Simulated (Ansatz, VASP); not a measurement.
## Re in VASP and in Ansatz

```
Re
1.0
     4.43232    0.00000    0.00000
    -2.21616    3.83850    0.00000
     0.00000    0.00000    2.78735
Re
3
Direct
  0.00000 0.00000 0.00000
  0.33333 0.66667 0.50000
  0.66667 0.33333 0.50000
```

Alike in both runs: functional BLYP; k mesh 8 × 8 × 12; occupations fermi-dirac, width 0.1 eV; no spin polarisation.

Ansatz relaxed the structure, and its values are those at the end. VASP's run is a single point on that final structure, the one shown.

|  | VASP | Ansatz |
| --- | --- | --- |
| version | VASP 6.6.1 | Ansatz 0.2.0 |
| potentials or method | VASP PAW PBE potentials, release 64 (Re_sv_GW), cutoff 560 eV | plane waves (420 eV) with PAW, scalar-relativistic |
| valence electrons in the cell | 45 | 45 |

```tsv
	VASP	Ansatz	Ansatz less VASP
pressure (GPa)	0.0	0.0	+0.01
```

VASP's potentials were made for PBE, not for BLYP.

Spin-orbit coupling is off throughout.
